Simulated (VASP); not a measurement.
A run of VASP 6.6.1:

File INCAR:

```
  ALGO = Normal
  EDIFF = 1E-6
  ENCUT = 520
  GGA = PE
  ISIF = 2
  ISMEAR = 0
  LASPH = T
  LCHARG = F
  LREAL = F
  LWAVE = F
  NBANDS = 25
  NELM = 60
  PREC = Accurate
  SIGMA = 0.02
```

Contents of KPOINTS:

```
k-points
0
Gamma
  4 4 4
```

POSCAR

```
HgH3
1.0
    7.1668522530      0.0000000000      0.0000000000
    0.0000000000      7.1668522530      0.0000000000
    0.0000000000      0.0000000000      7.1668522530
Hg H
2 6
Direct
    0.5000000000      0.5000000000      0.5000000000
    0.0000000000      0.0000000000      0.0000000000
    0.0524889845      0.5000000000      0.5000000000
    0.9475110155      0.5000000000      0.5000000000
    0.5000000000      0.0524889845      0.5000000000
    0.5000000000      0.9475110155      0.5000000000
    0.5000000000      0.5000000000      0.0524889845
    0.5000000000      0.5000000000      0.9475110155
```

Potentials or basis: VASP PAW PBE potentials, release 64 (Hg, H).

Command:

```sh
$ cat potpaw_PBE.64/Hg/POTCAR potpaw_PBE.64/H/POTCAR > POTCAR
$ mpirun -np 1 vasp_std > vasp.out
```

Hardware: 1 thread of Intel Xeon 6975P-C, with other jobs on the host.

**Question.** Estimate the wall time of this run.

**Answer.** Run time: 2.4 min on 1 thread of Intel Xeon 6975P-C, on a shared host, peak memory 0.42 GiB. Counts: scf iterations 14, k points 10.
